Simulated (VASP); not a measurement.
Write the native input for VASP 6.6.1 that does the following.

```yaml
Task: single point
Functional: LDA
Potentials_or_basis: VASP PAW LDA potentials, release 64 (Mg, H)
Cutoff: 520 eV
k_mesh: 8 × 8 × 8
Occupations: gaussian, width 0.1 eV
Spin: no spin polarisation
Dipole_correction: no
Further_INCAR_settings: ALGO = Normal; EDIFF = 1e-06; NBANDS = 9
```

The structure of MgH2 lies in POSCAR:

```
MgH2
1.0
    0.0640443201      2.6579537648      2.6935340145
    2.5213988021      0.0148088690      2.7427694656
    2.4961959819      2.6819863957      0.0400116892
Mg H
1 2
Direct
    0.0000000000      0.0000000000      0.0000000000
    0.7500000000      0.7500000000      0.7500000000
    0.2500000000      0.2500000000      0.2500000000
```

These files were run (other wordings do the same):

INCAR

```
  PREC = Accurate
  ENCUT = 520
  EDIFF = 1E-6
  ISMEAR = 0
  SIGMA = 0.1
  LREAL = False
  LASPH = True
  NELM = 80
  ALGO = Normal
  ISIF = 2
  LWAVE = False
  LCHARG = False
  GGA = CA
  NBANDS = 9
```

KPOINTS

```
regular mesh
0
Gamma
  8 8 8
```

Potentials or basis: VASP PAW LDA potentials, release 64 (Mg, H).

The run is started by

```console
$ cat potpaw_LDA.64/Mg/POTCAR potpaw_LDA.64/H/POTCAR > POTCAR
$ mpirun -np 1 vasp_std > vasp.out
```

Results of the run:

```yaml
Pressure: -12.4 GPa
Largest_force: 0.043 eV/Å
Band_gap_on_the_k_mesh: zero (band 2 reaches 2.01 eV, above the bottom of band 3 at 0.45 eV)
```

Run time: 2.5 min on 1 thread of AMD EPYC 7R13, with other jobs on the host, peak memory 0.18 GiB.
